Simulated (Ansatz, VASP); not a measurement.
Two plane-wave programs on InSb

```
In Sb
1.0
     0.00000    3.14833    3.14833
     3.14833    0.00000    3.14833
     3.14833    3.14833    0.00000
In Sb
1 1
Direct
  0.00000 0.00000 0.00000
  0.25000 0.25000 0.25000
```

Change from the starting cell: hydrostatic strain -4.0%.

Alike in both runs: task single point; functional r2SCAN; k mesh 6 × 6 × 6; occupations fermi-dirac, width 0.02 eV; non-collinear spin, spin-orbit coupling.

```csv
,VASP,Ansatz
version,VASP 6.6.1,Ansatz 0.2.0
potentials or method,"VASP PAW PBE potentials, release 64 (In_d, Sb)","plane waves, PAW"
plane-wave cutoff (eV),520,500
valence electrons in the cell,18,28
```

Ansatz gave:

```
pressure (GPa) : 7.0
```

What did VASP give for the same quantities?

Pressure (GPa): 7.1.

VASP's potentials were made for PBE, not for r2SCAN. VASP's potentials hold 18 valence electrons a cell and Ansatz's 28, so a difference there can come from the potentials and not from the codes.
